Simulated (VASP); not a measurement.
Wanted: the native input for a VASP 6.6.1 run.

```
Task                   : single point
Functional             : LDA
Potentials or basis    : VASP PAW LDA potentials, release 64 (K_sv, Rb_sv, Ga_d, F)
Cutoff                 : 520 eV
k mesh                 : 3 × 3 × 3
Occupations            : gaussian, width 0.01 eV
Spin                   : no spin polarisation
Dipole correction      : no
Further INCAR settings : ALGO = Normal; EDIFF = 1e-07; NBANDS = 52
```

The structure of KRb2GaF6 lies in POSCAR:

```
KRb2GaF6
1.0
    0.0000000000      4.3785480000      4.3785480000
    4.3785480000      0.0000000000      4.3785480000
    4.3785480000      4.3785480000      0.0000000000
K Rb Ga F
1 2 1 6
Direct
    0.5000000000      0.5000000000      0.5000000000
    0.7500000000      0.7500000000      0.7500000000
    0.2500000000      0.2500000000      0.2500000000
    0.0000000000      0.0000000000      0.0000000000
    0.7834410000      0.2165590000      0.7834410000
    0.2165590000      0.2165590000      0.7834410000
    0.7834410000      0.7834410000      0.2165590000
    0.7834410000      0.2165590000      0.2165590000
    0.2165590000      0.7834410000      0.2165590000
    0.2165590000      0.7834410000      0.7834410000
```

These files were run (other wordings do the same):

INCAR

```
SYSTEM = KRb2GaF6
PREC = Accurate
ENCUT = 520
EDIFF = 1E-7
ISMEAR = 0
SIGMA = 0.01
LREAL = .FALSE.
LASPH = .TRUE.
NELM = 80
ALGO = Normal
ISIF = 2
LWAVE = .FALSE.
LCHARG = .FALSE.
GGA = CA
NBANDS = 52
```

KPOINTS

```
Automatic mesh
0
G
  3 3 3
  0 0 0
```

Potentials or basis: VASP PAW LDA potentials, release 64 (K_sv, Rb_sv, Ga_d, F).

Command:

```console
$ cat potpaw_LDA.64/K_sv/POTCAR potpaw_LDA.64/Rb_sv/POTCAR potpaw_LDA.64/Ga_d/POTCAR potpaw_LDA.64/F/POTCAR > POTCAR
$ mpirun -np 1 vasp_std > vasp.out
```

Results of the run:

| Property | Result |
| --- | --- |
| Pressure | -2.4 GPa |
| Largest force | 0.013 eV/Å |
| Band gap on the k mesh | 5.97 eV |

Wall time 32 s on 1 thread of Intel(R) Xeon(R) Platinum 8375C CPU @ 2.90GHz (Ice Lake) (shared host), peak memory 0.27 GiB.
